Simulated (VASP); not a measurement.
# Y (P6_3/mmc) in VASP: further runs, part 3 of 3

VASP 6.6.1.

## 4. Relaxation of cell and atoms, BLYP

This run uses another cell than the first one, of 33.01 Å³/atom.

INCAR

```
PREC     = Accurate       # precision mode
ENCUT    = 600            # plane-wave cutoff, eV
EDIFF    = 1E-6           # SCF threshold, eV
ISMEAR   = -1             # smearing method
SIGMA    = 0.1            # smearing width, eV
LREAL    = F              # projectors in reciprocal space
LASPH    = T              # aspherical terms in the spheres
NELM     = 100            # most SCF steps
ALGO     = Normal         # electronic algorithm
ISIF     = 3              # what is computed and relaxed
LWAVE    = F              # write WAVECAR
LCHARG   = F              # write CHGCAR
GGA      = B5             # functional
ALDAX    = 1.0          
AGGAX    = 1.0          
AGGAC    = 1.0          
ALDAC    = 0.0          
IBRION   = 2              # ionic algorithm
NSW      = 80             # ionic steps
EDIFFG   = -0.01          # ionic threshold
```

KPOINTS

```
Automatic mesh
0
Gamma
  10 10 6
```

POSCAR

```
Y
1.0
    3.6473995420      0.0000000000      0.0000000000
   -1.8236997710      3.1587406611      0.0000000000
    0.0000000000      0.0000000000      5.7306000000
Y
2
Direct
    0.3333333333      0.6666666667      0.2500000000
    0.6666666667      0.3333333333      0.7500000000
```

Potentials or basis: VASP PAW PBE potentials, release 64 (Y_sv).

The run is started by

```console
> cat potpaw_PBE.64/Y_sv/POTCAR > POTCAR
> mpirun -np 1 vasp_std > vasp.out
```

OUTCAR:

```text
PREC = Accurate
   ENCUT = 600
   EDIFF = 1E-6
   ISMEAR = -1
   LREAL = F
   LASPH = T
   NELM = 100
   ISIF = 3
   GGA = B5
   IBRION = 2
   NSW = 80
   EDIFFG = -0.01

 ion  position               nearest neighbor table
   1  0.333  0.667  0.250-   2 3.56   2 3.56   2 3.56   2 3.56   2 3.56   2 3.56
   2  0.667  0.333  0.750-   1 3.56   1 3.56   1 3.56   1 3.56   1 3.56   1 3.56

  LATTYP: Found a hexagonal cell.
 ALAT       =     3.6473995420
 C/A-ratio  =     1.5711467674

  Lattice vectors:

 A1 = (   3.6473995420,   0.0000000000,   0.0000000000)
 A2 = (  -1.8236997710,   3.1587406611,   0.0000000000)
 A3 = (   0.0000000000,   0.0000000000,   5.7306000000)

Analysis of symmetry for initial positions (statically):
=====================================================================
 Subroutine PRICEL returns:
 Original cell was already a primitive cell.

 Routine SETGRP: Setting up the symmetry group for a
 hexagonal supercell.

 Subroutine GETGRP returns: Found 24 space group operations
 (whereof 12 operations were pure point group operations)
 out of a pool of 24 trial point group operations.

The static configuration has the point symmetry D_3d.
 The point group associated with its full space group is D_6h.

Analysis of symmetry for dynamics (positions and initial velocities):
=====================================================================
 Subroutine PRICEL returns:
 Original cell was already a primitive cell.

 Routine SETGRP: Setting up the symmetry group for a
 hexagonal supercell.

 Subroutine GETGRP returns: Found 24 space group operations
 (whereof 12 operations were pure point group operations)
 out of a pool of 24 trial point group operations.

The dynamic configuration has the point symmetry D_3d.
 The point group associated with its full space group is D_6h.

 Subroutine INISYM returns: Found 24 space group operations
 (whereof 12 operations are pure point group operations),
 and found     1 'primitive' translations

----------------------------------------------------------------------------------------

                                     Primitive cell

  volume of cell :      66.0233

  direct lattice vectors                    reciprocal lattice vectors
     3.647399542  0.000000000  0.000000000     0.274167935  0.158290931  0.000000000
    -1.823699771  3.158740661  0.000000000     0.000000000  0.316581862  0.000000000
     0.000000000  0.000000000  5.730600000     0.000000000  0.000000000  0.174501797

  length of vectors
     3.647399542  3.647399542  5.730600000     0.316581862  0.316581862  0.174501797

  position of ions in fractional coordinates (direct lattice)
     0.333333333  0.666666667  0.250000000
     0.666666667  0.333333333  0.750000000

  ion indices of the primitive-cell ions
   primitive index   ion index
                 1           1
                 2           2

----------------------------------------------------------------------------------------

 KPOINTS: Automatic mesh

Automatic generation of k-mesh.
 Grid dimensions read from file:
 generate k-points for:   10   10    6

 Generating k-lattice:

  Cartesian coordinates                     Fractional coordinates (reciprocal lattice)
     0.027416793  0.015829093  0.000000000     0.100000000 -0.000000000  0.000000000
[... 55 lines left out ...]
   LSORBIT =      F    spin-orbit coupling
   LASPH  =      T    aspherical Exc in radial PAW
   ENCUT  =  600.0 eV  44.10 Ry    6.64 a.u.   7.28  7.28 11.45*2*pi/ulx,y,z
   NELM   =    100;   NELMIN=  2; NELMDL= -5     # of ELM steps
   EDIFF  = 0.1E-05   stopping-criterion for ELM
   LREAL  =      F    real-space projection
   EDIFFG = -.1E-01   stopping-criterion for IOM
   NSW    =     80    number of steps for IOM
   IBRION =      2    ionic relax: 0-MD 1-quasi-New 2-CG
   NFREE  =      1    steps in history (QN), initial steepest desc. (CG)
   ISIF   =      3    stress and relaxation
   ISYM   =      2    0-nonsym 1-usesym 2-fastsym
   POTIM  = 0.5000    time-step for ionic-motion
   TEBEG  =    0.0;   TEEND  =   0.0 temperature during run
   PSTRESS=    0.0 pullay stress
   NELECT =      22.0000    total number of electrons
   NUPDOWN=      -1.0000    fix difference up-down
   EMIN   =  10.00;   EMAX   =-10.00  energy-range for DOS
   EFERMI =   0.00;   METHOD = LEGACY
   ISMEAR =    -1;   SIGMA  =   0.10  broadening in eV -4-tet -1-fermi 0-gaus
   EFERMI_NEDOS =   21; number of points for ismear=-14 and -15
   IALGO  =     38    algorithm
   IMIX   =      4    mixing-type and parameters
     AMIX     =   0.40;   BMIX     =  1.00
     AMIX_MAG =   1.60;   BMIX_MAG =  1.00
  volume/ion in A,a.u.               =      33.01       222.77
  Fermi-wavevector in a.u.,A,eV,Ry     =   1.134967  2.144777 17.526348  1.288150
  Thomas-Fermi vector in A             =   2.271671
   LORBIT       =      0    0 simple, 1 ext, 2 COOP (PROOUT), +10 PAW based schemes
   GGA     = B5    functional components
   LHFCALC =     F    Hartree Fock is set to
   AEXX    =    0.0000 exact exchange contribution
   IVDW    =     0    specifies the selected vdW correction
   LEPSILON=     F    determine dielectric tensor
   LRPA    =     F    only Hartree local field effects (RPA)
 conjugate gradient relaxation of ions
 non-spin polarized calculation
  energy-cutoff  :      600.00
  volume of cell :       66.02
 maximum number of plane-waves:      2243
 NGX is ok and might be reduce to    30
   NGX = 15   NGY = 15   NGZ = 23

--------------------------------------- Ionic step        1  -------------------------------------------

 number of electron      22.0000002 magnetization

 Free energy of the ion-electron system (eV)
  ---------------------------------------------------
  ext. energy  EPLUGINS =         0.00000000
  ---------------------------------------------------
  free energy    TOTEN  =       -10.96963858 eV

  energy without entropy =      -10.84621671  energy(sigma->0) =      -10.90792765

------------------------ aborting loop because EDIFF is reached ----------------------------------------

  FORCE on cell =-STRESS in cart. coord.  units (eV):
  Direction    XX          YY          ZZ          XY          YZ          ZX
  --------------------------------------------------------------------------------------
  -------------------------------------------------------------------------------------
  Total        0.4142536      0.4142536      0.2494337      0.0000000      0.0000000      0.0000000
  in kB       10.0526253     10.0526253      6.0529664      0.0000000      0.0000000      0.0000000
  external PRESSURE =       8.7194057 kB  Pullay stress =       0.0000000 kB
[... 167 lines left out ...]
--------------------------------------- Ionic step        6  -------------------------------------------

 number of electron      22.0000001 magnetization

 Free energy of the ion-electron system (eV)
  ---------------------------------------------------
  ext. energy  EPLUGINS =         0.00000000
  ---------------------------------------------------
  free energy    TOTEN  =       -10.97414274 eV

  energy without entropy =      -10.85008695  energy(sigma->0) =      -10.91211484

 E-fermi :   3.3473     XC(G=0):  -8.8108

 val. band max:        3.3367089608   @ k =   0.3000   0.1000   0.0000
 cond. band min:       3.3534827674   @ k =   0.4000   0.0000   0.0000
 fundamental gap:      0.0167738066
 Fermi energy:         3.3472748561

 k-point     1 :       0.0000    0.0000    0.0000
  band No.  band energies     occupation
      1     -39.3895      2.00000
      2     -39.3218      2.00000
      3     -19.7224      2.00000
      4     -19.2896      2.00000
      5     -19.2896      2.00000
      6     -19.2045      2.00000
      7     -19.2045      2.00000
      8     -19.1703      2.00000
      9      -1.1880      2.00000
     10       1.5554      2.00000
     11       4.3563      0.00008
     12       4.9674      0.00000
     13       4.9674      0.00000
     14       5.3073      0.00000
[... 401 lines left out ...]
      2     -39.3156      2.00000
      3     -19.6345      2.00000
      4     -19.5483      2.00000
      5     -19.4520      2.00000
      6     -19.3911      2.00000
      7     -19.3056      2.00000
      8     -19.2740      2.00000
      9       1.6760      2.00000
     10       2.3887      1.99986
     11       2.8253      1.98924
     12       3.1997      1.62772
     13       4.5954      0.00001
     14       4.7244      0.00000
     15       5.2843      0.00000

 [... further k-points ...]

------------------------ aborting loop because EDIFF is reached ----------------------------------------

  FORCE on cell =-STRESS in cart. coord.  units (eV):
  Direction    XX          YY          ZZ          XY          YZ          ZX
  --------------------------------------------------------------------------------------
  -------------------------------------------------------------------------------------
  Total        0.0072474      0.0072474      0.0071081      0.0000000     -0.0000000      0.0000000
  in kB        0.1720862      0.1720862      0.1687785      0.0000000     -0.0000000      0.0000000
  external PRESSURE =       0.1709836 kB  Pullay stress =       0.0000000 kB
[... 17 lines left out ...]
  FREE ENERGIE OF THE ION-ELECTRON SYSTEM (eV)
  ---------------------------------------------------
  free  energy   TOTEN  =       -10.9741427356 eV

  energy  without entropy=      -10.8500869499  energy(sigma->0) =      -10.91211484

 reached required accuracy - stopping structural energy minimisation
```

Wall time 3.7 min (1 thread of AMD EPYC 9R45 (Zen 5), shared host); peak memory 0.22 GiB.

What came out:

| Quantity | Value |
| --- | --- |
| Free energy | -10.9741 eV |
| Relaxed volume | 33.74 Å³/atom |
| Relaxed cell | a = 3.684 Å, b = 3.684 Å, c = 5.740 Å, α = 90.00°, β = 90.00°, γ = 120.00° |
| Space group after relaxing (to 0.1 Å) | P6_3/mmc (No. 194) |
| Energy gained by relaxing | 2.3 meV/atom |
| Ionic steps | 6 |
| Pressure after relaxing | 0.0 GPa |
| Band gap on the k mesh | zero (bands 11 and 12 overlap by 1.42 eV) |

The path:
```
step  energy change (eV)  largest force (eV/Å)  pressure (GPa)  volume (Å³)
   1              0.0000                0.0000            0.87        66.02
   2             -0.0043                0.0000           -0.15        67.75
   3             -0.0043                0.0000           -0.03        67.54
   4             -0.0043                0.0000           -0.01        67.51
   5             -0.0045                0.0000            0.00        67.50
   6             -0.0045                0.0000            0.02        67.48
```

Final structure:
```
Y
1.0
     3.68421    0.00000    0.00000
    -1.84210    3.19062    0.00000
     0.00000    0.00000    5.74021
Y
2
Direct
  0.33333 0.66667 0.25000
  0.66667 0.33333 0.75000
```

Caveat: the PAW data sets were made with another functional, which shifts forces and pressure a little.

## 5. Single point, BLYP (35.16 Å³/atom)

This run uses another cell than the first one, of 35.16 Å³/atom.

INCAR

```
  PREC = Accurate
  ENCUT = 520
  EDIFF = 1E-6
  ISMEAR = -1
  SIGMA = 0.1
  LREAL = F
  LASPH = T
  NELM = 100
  ALGO = Normal
  ISIF = 2
  LWAVE = F
  LCHARG = F
  GGA = B5
  ALDAX = 1.0
  AGGAX = 1.0
  AGGAC = 1.0
  ALDAC = 0.0
  NBANDS = 18
```

KPOINTS

```
Automatic mesh
0
Gamma
  16 16 9
```

POSCAR

```
Y
1.0
    3.7338072814      0.0000000000      0.0000000000
   -1.8669036407      3.2335719585      0.0000000000
    0.0000000000      0.0000000000      5.8238262238
Y
2
Direct
    0.3333333333      0.6666666667      0.2500000000
    0.6666666667      0.3333333333      0.7500000000
```

Potentials or basis: VASP PAW PBE potentials, release 64 (Y_sv).

The run is started by

```console
> cat potpaw_PBE.64/Y_sv/POTCAR > POTCAR
> mpirun -np 1 vasp_std > vasp.out
```

OUTCAR:

```text
PREC = Accurate
   ENCUT = 520
   EDIFF = 1E-6
   ISMEAR = -1
   LREAL = F
   LASPH = T
   NELM = 100
   ISIF = 2
   GGA = B5

 ion  position               nearest neighbor table
   1  0.333  0.667  0.250-   2 3.62   2 3.62   2 3.62   2 3.62   2 3.62   2 3.62
   2  0.667  0.333  0.750-   1 3.62   1 3.62   1 3.62   1 3.62   1 3.62   1 3.62

  LATTYP: Found a hexagonal cell.
 ALAT       =     3.7338072814
 C/A-ratio  =     1.5597554413

  Lattice vectors:

[... 692 lines left out ...]

------------------------ aborting loop because EDIFF is reached ----------------------------------------

  FORCE on cell =-STRESS in cart. coord.  units (eV):
  Direction    XX          YY          ZZ          XY          YZ          ZX
  --------------------------------------------------------------------------------------
  -------------------------------------------------------------------------------------
  Total       -0.6360710     -0.6360710     -0.6567451      0.0000000      0.0000000      0.0000000
  in kB      -14.4935033    -14.4935033    -14.9645826      0.0000000      0.0000000      0.0000000
  external PRESSURE =     -14.6505297 kB  Pullay stress =       0.0000000 kB

 VOLUME and BASIS-vectors are now :
 -----------------------------------------------------------------------------
  energy-cutoff  :      520.00
  volume of cell :       70.31
      direct lattice vectors                 reciprocal lattice vectors
     3.733807281  0.000000000  0.000000000     0.267823143  0.154627763  0.000000000
    -1.866903641  3.233571958  0.000000000     0.000000000  0.309255527  0.000000000
     0.000000000  0.000000000  5.823826224     0.000000000  0.000000000  0.171708420

 POSITION                                       TOTAL-FORCE (eV/Angst)
 -----------------------------------------------------------------------------------
     -0.00000      2.15571      1.45596        -0.000000      0.000000      0.000000
      1.86690      1.07786      4.36787         0.000000      0.000000      0.000000
 -----------------------------------------------------------------------------------
    total drift:                               -0.000000      0.000000     -0.000000

  FREE ENERGIE OF THE ION-ELECTRON SYSTEM (eV)
  ---------------------------------------------------
  free  energy   TOTEN  =       -10.9609789021 eV

  energy  without entropy=      -10.8313893503  energy(sigma->0) =      -10.89618413
```

stdout:

```text
POSCAR found type information on POSCAR Y
 POSCAR found :  1 types and       2 ions
 scaLAPACK will be used
 -----------------------------------------------------------------------------
|                                                                             |
|                                                                             |
|     You enforced a specific xc type in the INCAR file but a different       |
|     I HOPE YOU KNOW WHAT YOU ARE DOING!                                     |
|                                                                             |
 -----------------------------------------------------------------------------

 LDA part: xc-table for (Slater(with rela. corr.)+VWN5), standard interpolation
 POSCAR, INCAR and KPOINTS ok, starting setup
 FFT: planning ... GRIDC
 FFT: planning ... GRID_SOFT
 FFT: planning ... GRID
 WAVECAR not read
 entering main loop
```

Run time: 1.8 min. Hardware: 1 thread of AMD EPYC 9R45 (Zen 5), shared host; peak memory 0.29 GiB.

Results:

* Free energy: -10.9610 eV
* Pressure: -1.5 GPa
* Band gap on the k mesh: zero (bands 11 and 12 overlap by 1.34 eV)

Levels at points of the mesh, in eV from the Fermi level:
| k point | band 7 | band 8 | band 9 | band 10 | band 11 | band 12 | band 13 | band 14 | band 15 | band 16 |
| --- | --- | --- | --- | --- | --- | --- | --- | --- | --- | --- |
| (0.00, 0.00, 0.00) | -22.67 | -22.64 | -4.47 | -1.74 | 0.89 | 1.58 | 1.58 | 1.89 | 2.13 | 2.13 |
| (0.50, 0.00, 0.00) | -22.77 | -22.72 | -1.62 | -1.06 | -0.71 | -0.13 | 1.30 | 1.31 | 1.93 | 4.47 |

Caveat: the PAW data sets were made with another functional, which shifts forces and pressure a little.

## 6. Overview

| task | cell | k mesh | cutoff (eV) | gap on the mesh (eV) | pressure (GPa) |
| --- | --- | --- | --- | --- | --- |
| single point | a = 3.636, b = 3.636, c = 5.670 Å, angles 90.0, 90.0, 120.0°, 2 atoms | 16 × 16 × 9 | 520 | none | 1.6 |
| single point | a = 3.685, b = 3.685, c = 5.748 Å, angles 90.0, 90.0, 120.0°, 2 atoms | 16 × 16 × 9 | 520 | none | -0.1 |
| relaxation of cell and atoms | relaxed from a = 3.647, b = 3.647, c = 5.731 Å, angles 90.0, 90.0, 120.0°, 2 atoms | 10 × 10 × 6 | 600 | none | 0.0 |
| single point | a = 3.734, b = 3.734, c = 5.824 Å, angles 90.0, 90.0, 120.0°, 2 atoms | 16 × 16 × 9 | 520 | none | -1.5 |

Alike in all rows: level BLYP; potentials or basis VASP PAW PBE potentials, release 64 (Y_sv); no spin polarisation; smearing fermi-dirac 0.1 eV.

Caveats: the PAW data sets were made with another functional, which shifts forces and pressure a little.

Absolute energies hang on the potentials; compare differences alone.
